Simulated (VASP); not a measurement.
Input of a VASP 6.6.1 run:

Contents of INCAR:

```
SYSTEM = AlP
ALGO     = Normal         ! electronic algorithm
EDIFF    = 1E-6           ! SCF threshold, eV
ENCUT    = 500            ! plane-wave cutoff, eV
GGA      = RP             ! functional
GGA_COMPAT= .FALSE.      
ISIF     = 2              ! what is computed and relaxed
ISMEAR   = 0              ! smearing method
LASPH    = .TRUE.         ! aspherical terms in the spheres
LCHARG   = .FALSE.        ! write CHGCAR
LREAL    = .FALSE.        ! projectors in reciprocal space
LWAVE    = .FALSE.        ! write WAVECAR
NBANDS   = 11             ! bands
NELM     = 120            ! most SCF steps
PREC     = Accurate       ! precision mode
SIGMA    = 0.01           ! smearing width, eV
```

File KPOINTS:

```
k-points
0
G
  6 6 6
  0 0 0
```

Contents of POSCAR:

```
AlP
1.0
    0.0000000000      2.7255000000      2.7255000000
    2.7255000000      0.0000000000      2.7255000000
    2.7255000000      2.7255000000      0.0000000000
Al P
1 1
Direct
    0.0000000000      0.0000000000      0.0000000000
    0.7500000000      0.7500000000      0.7500000000
```

Potentials or basis: VASP PAW PBE potentials, release 64 (Al, P).

The run is started by

```console
$ cat potpaw_PBE.64/Al/POTCAR potpaw_PBE.64/P/POTCAR > POTCAR
$ mpirun -np 1 vasp_std > vasp.out
```

What does it give for the band gap on the k mesh?

1.65 eV (least direct gap 3.49 eV).

Estimate the pressure.

4.2 GPa.

Caveat: the cell stands under pressure; the PAW data sets were made with another functional, which shifts forces and pressure a little. As with any semilocal functional, this RPBE gap is likely too small.
